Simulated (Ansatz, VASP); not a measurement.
Be in VASP and in Ansatz

The input INCAR:

```
PREC = Accurate ; ENCUT = 600
EDIFF = 1E-6 ; ISMEAR = -1
SIGMA = 0.05 ; LREAL = F
LASPH = T ; NELM = 120
ALGO = Normal ; ISIF = 2
LWAVE = F ; LCHARG = F
GGA = PS ; NBANDS = 9
GGA_COMPAT = F
```

File KPOINTS:

```
regular mesh
0
Gamma
  15 15 15
```

POSCAR

```
Be
1.0
    0.0000000000      2.1108618996      2.1108618996
    2.1108618996      0.0000000000      2.1108618996
    2.1108618996      2.1108618996      0.0000000000
Be
2
Direct
   -0.1250000000     -0.1250000000     -0.1250000000
    0.1250000000      0.1250000000      0.1250000000
```

Input for Ansatz:

```yaml
crystal:
  lattice:
    - [0.0, 2.1108618996, 2.1108618996]
    - [2.1108618996, 0.0, 2.1108618996]
    - [2.1108618996, 2.1108618996, 0.0]
  atoms:
    - { symbol: Be, position: [-0.125, -0.125, -0.125] }
    - { symbol: Be, position: [0.125, 0.125, 0.125] }
kpoints:
  mp_grid: { grid: [15, 15, 15] }
scf:
  occupations: { method: fermi_dirac, width: 0.05 }
hamiltonian:
  xc: pbesol
  pseudopotentials: { kind: all_electron, lapw: { basis_error: 0.001 } }
output:
  forces: true
  stress: true
  eigenvalues: true
  populations: true
```

Change from the starting cell: volume scaled by 0.65, LAPW.

Alike in both runs: task single point; functional PBEsol; k mesh 15 × 15 × 15; occupations fermi-dirac, width 0.05 eV; no spin polarisation.

|  | VASP | Ansatz |
| --- | --- | --- |
| version | VASP 6.6.1 | Ansatz 0.2.0 |
| potentials or method | VASP PAW PBE potentials, release 64 (Be), cutoff 600 eV | all-electron LAPW, scalar-relativistic |

Ansatz gave:

* pressure (GPa): 40.1

Estimate VASP's values.

pressure (GPa): 40.5.

VASP's potentials were made for PBE, not for PBEsol. Both programs put the cell under a high pressure, so it lies far from rest at this level. Ansatz ran all-electron here, and VASP with PAW potentials.
